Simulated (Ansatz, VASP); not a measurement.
# BF: VASP beside Ansatz

```
B F
1.0
     1.38586   -6.35590    0.00000
     1.38586    6.35590    0.00000
     0.00000    0.00000    2.87234
B F
2 2
Direct
  0.46160 0.53840 0.25000
  0.53840 0.46160 0.75000
  0.35800 0.64200 0.25000
  0.64200 0.35800 0.75000
```

Change from the starting cell: species swapped into the InCl type (Cmc2_1, No. 36).

Alike in both runs: task single point; functional PBE; k mesh 6 × 6 × 6; occupations gaussian, width 0.1 eV; collinear spin.

|  | VASP | Ansatz |
| --- | --- | --- |
| version | VASP 6.6.1 | Ansatz 0.2.0 |
| potentials or method | VASP PAW PBE potentials, release 64 (B, F), cutoff 520 eV | scalar-relativistic, plane waves, PAW |
| valence electrons in the cell | 20 | 20 |

Ansatz gave:

```
gap on the k mesh at the Fermi level (eV)                     : none
pressure (GPa)                                                : 0.1
traceless stress, the component that is largest in VASP (GPa) : 0.26
rms of the force components (eV/Å)                            : 0.006
net moment per atom (μB)                                      : 0.00
```

Q: Estimate VASP's values.

A: gap on the k mesh at the Fermi level (eV): none; pressure (GPa): 0.6; traceless stress, the component that is largest in VASP (GPa): 1.71; rms of the force components (eV/Å): 0.166; net moment per atom (μB): 0.00.

Atom by atom the forces differ by 0.159 eV/Å (rms over components). A gap of «none» marks a metal or a gap that the smearing closes. The functional is the same, so the differences come from potentials, cutoffs and numerics. Ansatz's warnings: seeded moment not kept.

The k mesh is coarse, so the values compare programs but aren't converged.
